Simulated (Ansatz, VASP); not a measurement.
## Two plane-wave programs on HfB

```
Hf B
1.0
     0.00000    2.24070    2.34465
     2.24070    0.00000    2.34465
     2.24070    2.24070    0.00000
Hf B
1 1
Direct
  0.50000 0.50000 0.50000
  0.00000 0.00000 0.00000
```

Change from the starting cell: strain -0.030 along x and y, +0.015 along z, atoms carried along.

Alike in both runs: task single point; functional PBE; k mesh 18 × 18 × 18; occupations gaussian, width 0.15 eV; no spin polarisation.

|  | VASP | Ansatz |
| --- | --- | --- |
| version | VASP 6.6.1 | Ansatz 0.2.0 |
| potentials or method | VASP PAW PBE potentials, release 64 (Hf_pv, B), cutoff 520 eV | scalar-relativistic, plane waves, PAW |
| valence electrons in the cell | 13 | 29 |

VASP gave:

| Item | Value |
| --- | --- |
| gap on the k mesh at the Fermi level (eV) | none |
| pressure (GPa) | 45.6 |
| traceless stress, the component that is largest in VASP (GPa) | -17.74 |

What did Ansatz give for the same quantities?

gap on the k mesh at the Fermi level (eV): none; pressure (GPa): 44.2; traceless stress, the component that is largest in VASP (GPa): -17.44.

A gap of «none» marks a metal or a gap that the smearing closes. Both programs put the cell under a high pressure, so it lies far from rest at this level. VASP's potentials hold 13 valence electrons a cell and Ansatz's 29, so a difference there can come from the potentials and not from the codes.

Spin-orbit coupling is off throughout.
